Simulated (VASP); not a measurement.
# Tc (P6_3/mmc) in VASP: further runs

The runs below take Tc through single point, with PBEsol.

Program: VASP 6.6.1. These are calculated values, not measurements. Logs are shortened: lines on timing, memory, paths and dates and some standing lists are left out, and cuts for length are marked.

### Step 1. The cell of the first run

Symmetry: P6_3/mmc, No. 194, hexagonal system. The conventional cell has a = 2.740 Å, b = 2.740 Å, c = 4.398 Å, α = 90.00°, β = 90.00°, γ = 120.00°. Within 3.6 Å of Tc (site symmetry -6m2) lie 12 Tc at 2.71 to 2.74 Å.

### Step 2. Single point, PBEsol

File INCAR:

```
  ALGO = Fast
  EDIFF = 1E-7
  ENCUT = 520
  GGA = PS
  ISIF = 2
  ISMEAR = -1
  LASPH = T
  LCHARG = F
  LREAL = F
  LWAVE = F
  NBANDS = 20
  NELM = 100
  PREC = Accurate
  SIGMA = 0.05
```

File KPOINTS:

```
k-points
0
Gamma
  8 8 4
```

File POSCAR:

```
Tc
1.0
    2.7400000000      0.0000000000      0.0000000000
   -1.3700000000      2.3729096064      0.0000000000
    0.0000000000      0.0000000000      4.3980000000
Tc
2
Direct
    0.6666666667      0.3333333333      0.7500000000
    0.3333333333      0.6666666667      0.2500000000
```

Potentials or basis: VASP PAW PBE potentials, release 64 (Tc_pv).

Started as:

```console
cat potpaw_PBE.64/Tc_pv/POTCAR > POTCAR
mpirun -np 1 vasp_std > vasp.out
```

OUTCAR:

```text
EDIFF = 1E-7
   ENCUT = 520
   GGA = PS
   ISIF = 2
   ISMEAR = -1
   LASPH = T
   LREAL = F
   NELM = 100
   PREC = Accurate

 ion  position               nearest neighbor table
   1  0.667  0.333  0.750-   2 2.71   2 2.71   2 2.71   2 2.71   2 2.71   2 2.71
   2  0.333  0.667  0.250-   1 2.71   1 2.71   1 2.71   1 2.71   1 2.71   1 2.71

  LATTYP: Found a hexagonal cell.
 ALAT       =     2.7400000000
 C/A-ratio  =     1.6051094891

  Lattice vectors:

 A1 = (   2.7400000000,   0.0000000000,   0.0000000000)
 A2 = (  -1.3700000000,   2.3729096064,   0.0000000000)
 A3 = (   0.0000000000,   0.0000000000,   4.3980000000)

Analysis of symmetry for initial positions (statically):
=====================================================================
 Subroutine PRICEL returns:
 Original cell was already a primitive cell.

 Routine SETGRP: Setting up the symmetry group for a
 hexagonal supercell.

 Subroutine GETGRP returns: Found 24 space group operations
 (whereof 12 operations were pure point group operations)
 out of a pool of 24 trial point group operations.

The static configuration has the point symmetry D_3d.
 The point group associated with its full space group is D_6h.

Analysis of symmetry for dynamics (positions and initial velocities):
=====================================================================
 Subroutine PRICEL returns:
 Original cell was already a primitive cell.

 Routine SETGRP: Setting up the symmetry group for a
 hexagonal supercell.

 Subroutine GETGRP returns: Found 24 space group operations
 (whereof 12 operations were pure point group operations)
 out of a pool of 24 trial point group operations.

The dynamic configuration has the point symmetry D_3d.
 The point group associated with its full space group is D_6h.

 Subroutine INISYM returns: Found 24 space group operations
 (whereof 12 operations are pure point group operations),
 and found     1 'primitive' translations

----------------------------------------------------------------------------------------

                                     Primitive cell

  volume of cell :      28.5948

  direct lattice vectors                    reciprocal lattice vectors
     2.740000000  0.000000000  0.000000000     0.364963504  0.210711777  0.000000000
    -1.370000000  2.372909606  0.000000000     0.000000000  0.421423554  0.000000000
     0.000000000  0.000000000  4.398000000     0.000000000  0.000000000  0.227376080

  length of vectors
     2.740000000  2.740000000  4.398000000     0.421423554  0.421423554  0.227376080

  position of ions in fractional coordinates (direct lattice)
     0.666666667  0.333333333  0.750000000
     0.333333333  0.666666667  0.250000000

  ion indices of the primitive-cell ions
   primitive index   ion index
                 1           1
                 2           2

----------------------------------------------------------------------------------------

 KPOINTS: k-points

Automatic generation of k-mesh.
 Grid dimensions read from file:
 generate k-points for:    8    8    4

 Generating k-lattice:

  Cartesian coordinates                     Fractional coordinates (reciprocal lattice)
     0.045620438  0.026338972  0.000000000     0.125000000  0.000000000  0.000000000
     0.000000000  0.052677944  0.000000000     0.000000000  0.125000000  0.000000000
     0.000000000  0.000000000  0.056844020     0.000000000  0.000000000  0.250000000

  Length of vectors
     0.052677944  0.052677944  0.056844020

  Shift w.r.t. Gamma in fractional coordinates (k-lattice)
     0.000000000  0.000000000  0.000000000

 Subroutine IBZKPT returns following result:
 ===========================================

 Found     30 irreducible k-points:

 Following reciprocal coordinates:
            Coordinates               Weight
  0.000000  0.000000  0.000000      1.000000
  0.125000 -0.000000  0.000000      6.000000
  0.250000 -0.000000  0.000000      6.000000
  0.375000 -0.000000  0.000000      6.000000
  0.500000 -0.000000  0.000000      3.000000
  0.125000  0.125000  0.000000      6.000000
[... 16 lines left out ...]
  0.250000 -0.000000  0.500000      6.000000
  0.375000 -0.000000  0.500000      6.000000
 [... further k-points ...]
   k-points           NKPTS =     30   k-points in BZ     NKDIM =     30   number of bands    NBANDS=     20
   number of dos      NEDOS =    301   number of ions     NIONS =      2
   total plane-waves  NPLWV =  14400
   dimension x,y,z NGX =    20 NGY =   20 NGZ =   36
   dimension x,y,z NGXF=    40 NGYF=   40 NGZF=   72
   ions per type =               2
   NGX,Y,Z   is equivalent  to a cutoff of  12.13, 12.13, 13.61 a.u.
   NGXF,Y,Z  is equivalent  to a cutoff of  24.27, 24.27, 27.22 a.u.
 SYSTEM =  unknown system
   PREC   = accura    normal or accurate (medium, high low for compatibility)
   ISTART =      0    job   : 0-new  1-cont  2-samecut
   ICHARG =      2    charge: 1-file 2-atom 10-const
   ISPIN  =      1    spin polarized calculation?
   LNONCOLLINEAR =      F non collinear calculations
   LSORBIT =      F    spin-orbit coupling
   LASPH  =      T    aspherical Exc in radial PAW
   ENCUT  =  520.0 eV  38.22 Ry    6.18 a.u.   5.09  5.09  8.18*2*pi/ulx,y,z
   NELM   =    100;   NELMIN=  2; NELMDL= -5     # of ELM steps
   EDIFF  = 0.1E-06   stopping-criterion for ELM
   LREAL  =      F    real-space projection
   EDIFFG = 0.1E-05   stopping-criterion for IOM
   NSW    =      0    number of steps for IOM
   IBRION =     -1    ionic relax: 0-MD 1-quasi-New 2-CG
   NFREE  =      0    steps in history (QN), initial steepest desc. (CG)
   ISIF   =      2    stress and relaxation
   ISYM   =      2    0-nonsym 1-usesym 2-fastsym
   POTIM  = 0.5000    time-step for ionic-motion
   TEBEG  =    0.0;   TEEND  =   0.0 temperature during run
   PSTRESS=    0.0 pullay stress
   NELECT =      26.0000    total number of electrons
   NUPDOWN=      -1.0000    fix difference up-down
   EMIN   =  10.00;   EMAX   =-10.00  energy-range for DOS
   EFERMI =   0.00;   METHOD = LEGACY
   ISMEAR =    -1;   SIGMA  =   0.05  broadening in eV -4-tet -1-fermi 0-gaus
   EFERMI_NEDOS =   21; number of points for ismear=-14 and -15
   IALGO  =     68    algorithm
   IMIX   =      4    mixing-type and parameters
     AMIX     =   0.40;   BMIX     =  1.00
     AMIX_MAG =   1.60;   BMIX_MAG =  1.00
  volume/ion in A,a.u.               =      14.30        96.48
  Fermi-wavevector in a.u.,A,eV,Ry     =   1.586002  2.997108 34.224109  2.515401
  Thomas-Fermi vector in A             =   2.685380
   LORBIT       =      0    0 simple, 1 ext, 2 COOP (PROOUT), +10 PAW based schemes
   GGA     = PS    functional components
   LHFCALC =     F    Hartree Fock is set to
   AEXX    =    0.0000 exact exchange contribution
   IVDW    =     0    specifies the selected vdW correction
   LEPSILON=     F    determine dielectric tensor
   LRPA    =     F    only Hartree local field effects (RPA)
 non-spin polarized calculation
 RMM-DIIS sequential band-by-band and
  energy-cutoff  :      520.00
  volume of cell :       28.59
 maximum number of plane-waves:       778
   NGX = 11   NGY = 11   NGZ = 17

 number of electron      25.9999998 magnetization

 Free energy of the ion-electron system (eV)
  ---------------------------------------------------
  ext. energy  EPLUGINS =         0.00000000
  ---------------------------------------------------
  free energy    TOTEN  =       -22.53753014 eV

  energy without entropy =      -22.52219962  energy(sigma->0) =      -22.52986488

 E-fermi :  12.5480     XC(G=0): -13.9432

 val. band max:       12.5229160351   @ k =   0.0000   0.0000   0.2500
 cond. band min:      12.5520998090   @ k =   0.1250   0.1250   0.0000
 fundamental gap:      0.0291837739
 Fermi energy:        12.5479501037

 k-point     1 :       0.0000    0.0000    0.0000
  band No.  band energies     occupation
      1     -26.8358      2.00000
      2     -25.7339      2.00000
      3     -25.7339      2.00000
      4     -25.5468      2.00000
      5     -25.5468      2.00000
      6     -25.4924      2.00000
[... 12 lines left out ...]
     19      23.5723      0.00000
     20      26.8073      0.00000

 k-point     2 :       0.1250   -0.0000    0.0000
  band No.  band energies     occupation
      1     -26.7726      2.00000
      2     -25.8751      2.00000
      3     -25.7792      2.00000
      4     -25.6921      2.00000
      5     -25.5670      2.00000
      6     -25.5195      2.00000
[... 12 lines left out ...]
     19      23.4760      0.00000
     20      27.8796      0.00000

 k-point     3 :       0.2500   -0.0000    0.0000
  band No.  band energies     occupation
      1     -26.6025      2.00000
      2     -26.2147      2.00000
      3     -26.0262      2.00000
      4     -25.8825      2.00000
      5     -25.6203      2.00000
      6     -25.6019      2.00000
[... 12 lines left out ...]
     19      23.1123      0.00000
     20      27.3478      0.00000

 k-point     4 :       0.3750   -0.0000    0.0000
  band No.  band energies     occupation
      1     -26.5507      2.00000
      2     -26.3847      2.00000
      3     -26.3405      2.00000
      4     -25.9802      2.00000
      5     -25.7312      2.00000
      6     -25.6773      2.00000
[... 12 lines left out ...]
     19      23.5552      0.00000
     20      23.9258      0.00000

 k-point     5 :       0.5000   -0.0000    0.0000
  band No.  band energies     occupation
      1     -26.6882      2.00000
      2     -26.4660      2.00000
      3     -26.2561      2.00000
      4     -26.0195      2.00000
      5     -25.8227      2.00000
      6     -25.7016      2.00000
[... 12 lines left out ...]
     19      23.9928      0.00000
     20      24.9054      0.00000

 k-point     6 :       0.1250    0.1250    0.0000
  band No.  band energies     occupation
      1     -26.6557      2.00000
      2     -26.0705      2.00000
      3     -25.9992      2.00000
      4     -25.8000      2.00000
      5     -25.6349      2.00000
      6     -25.5745      2.00000
[... 12 lines left out ...]
     19      23.2529      0.00000
     20      28.5589      0.00000

 k-point     7 :       0.2500    0.1250    0.0000
  band No.  band energies     occupation
      1     -26.4576      2.00000
      2     -26.3814      2.00000
      3     -26.2562      2.00000
      4     -25.9570      2.00000
      5     -25.7274      2.00000
      6     -25.6842      2.00000
[... 12 lines left out ...]
     19      23.0767      0.00000
     20      25.2853      0.00000
[... 277 lines left out ...]
 k-point    20 :       0.3750    0.2500    0.2500
  band No.  band energies     occupation
      1     -26.5853      2.00000
      2     -26.4803      2.00000
      3     -26.3322      2.00000
      4     -26.0846      2.00000
      5     -25.9021      2.00000
      6     -25.7949      2.00000
[... 12 lines left out ...]
     19      23.2304      0.00000
     20      25.0724      0.00000

 k-point    21 :       0.0000    0.0000    0.5000
  band No.  band energies     occupation
      1     -26.1866      2.00000
      2     -26.1866      2.00000
      3     -25.6408      2.00000
      4     -25.6408      2.00000
      5     -25.6408      2.00000
      6     -25.6408      2.00000
[... 12 lines left out ...]
     19      26.4563      0.00000
     20      26.4563      0.00000

 k-point    22 :       0.1250   -0.0000    0.5000
  band No.  band energies     occupation
      1     -26.2173      2.00000
      2     -26.2173      2.00000
      3     -25.7297      2.00000
      4     -25.7297      2.00000
      5     -25.6738      2.00000
      6     -25.6738      2.00000
[... 12 lines left out ...]
     19      27.2515      0.00000
     20      27.2515      0.00000

 k-point    23 :       0.2500   -0.0000    0.5000
  band No.  band energies     occupation
      1     -26.3872      2.00000
      2     -26.3872      2.00000
      3     -25.8401      2.00000
      4     -25.8401      2.00000
      5     -25.7527      2.00000
      6     -25.7527      2.00000
[... 12 lines left out ...]
     19      27.8673      0.00000
     20      27.8673      0.00000

 k-point    24 :       0.3750   -0.0000    0.5000
  band No.  band energies     occupation
      1     -26.6462      2.00000
      2     -26.6462      2.00000
      3     -25.8501      2.00000
      4     -25.8501      2.00000
      5     -25.8305      2.00000
      6     -25.8305      2.00000
[... 12 lines left out ...]
     19      25.7291      0.00000
     20      25.7291      0.00000

 [... further k-points ...]
[... 5 lines left out ...]
  --------------------------------------------------------------------------------------
  -------------------------------------------------------------------------------------
  Total       -1.3065193     -1.3065193     -1.6214771      0.0000000      0.0000000     -0.0000000
  in kB      -73.2047776    -73.2047776    -90.8519820      0.0000000      0.0000000     -0.0000000
  external PRESSURE =     -79.0871791 kB  Pullay stress =       0.0000000 kB

 VOLUME and BASIS-vectors are now :
 -----------------------------------------------------------------------------
  energy-cutoff  :      520.00
  volume of cell :       28.59
      direct lattice vectors                 reciprocal lattice vectors
     2.740000000  0.000000000  0.000000000     0.364963504  0.210711777  0.000000000
    -1.370000000  2.372909606  0.000000000     0.000000000  0.421423554  0.000000000
     0.000000000  0.000000000  4.398000000     0.000000000  0.000000000  0.227376080

 POSITION                                       TOTAL-FORCE (eV/Angst)
 -----------------------------------------------------------------------------------
      1.37000      0.79097      3.29850         0.000000     -0.000000      0.000000
     -0.00000      1.58194      1.09950        -0.000000      0.000000      0.000000
 -----------------------------------------------------------------------------------
    total drift:                               -0.000000      0.000000     -0.000000

  FREE ENERGIE OF THE ION-ELECTRON SYSTEM (eV)
  ---------------------------------------------------
  free  energy   TOTEN  =       -22.5375301391 eV

  energy  without entropy=      -22.5221996172  energy(sigma->0) =      -22.52986488
```

Run time: 7.8 s. Hardware: 1 thread of Intel Xeon 6975P-C (Granite Rapids), shared host; peak memory 0.14 GiB.

Results:

- Free energy: -22.5375 eV
- Pressure: -7.9 GPa
- Band gap on the k mesh: zero (band 13 reaches 14.19 eV, above the bottom of band 14 at 10.85 eV)

Stress tensor (GPa, compression positive):
```
-7.32  0.00  0.00
 0.00 -7.32  0.00
 0.00  0.00 -9.09
```

Caveat: the PAW data sets were made with another functional, which shifts forces and pressure a little.

### Step 3. Single point, PBEsol

File INCAR:

```
SYSTEM = Tc
  ALGO = Normal
  EDIFF = 1E-6
  ENCUT = 520
  GGA = PS
  ISIF = 2
  ISMEAR = -1
  LASPH = .True.
  LCHARG = .False.
  LREAL = .False.
  LWAVE = .False.
  NBANDS = 20
  NELM = 60
  PREC = Accurate
  SIGMA = 0.05
```

File KPOINTS:

```
k-points
0
Gamma
  11 11 6
  0 0 0
```

POSCAR is that of step 2.

Potentials or basis: VASP PAW PBE potentials, release 64 (Tc_pv).

Started as:

```console
cat potpaw_PBE.64/Tc_pv/POTCAR > POTCAR
mpirun -np 1 vasp_std > vasp.out
```

Wall time 9.8 s (1 thread of Intel Xeon 6975P-C (Granite Rapids), shared host); peak memory 0.15 GiB.

The run converged. Its results:

```
Free energy            : -22.5274 eV
Pressure               : -7.2 GPa
Band gap on the k mesh : zero (band 13 reaches 13.96 eV, above the bottom of band 14 at 10.84 eV)
```

Stress tensor (GPa, compression positive):
```
-7.18  0.00  0.00
 0.00 -7.18  0.00
 0.00  0.00 -7.31
```

Levels at points of the mesh, in eV from the Fermi level:
```tsv
k point	band 11	band 12	band 13	band 14	band 15	band 16
(0.00, 0.00, 0.00)	-1.48	-0.82	-0.82	-0.10	-0.10	1.65
(0.00, 0.00, 0.50)	-1.67	-1.67	-1.67	-1.67	1.89	1.89
```

Caveat: the PAW data sets were made with another functional, which shifts forces and pressure a little.
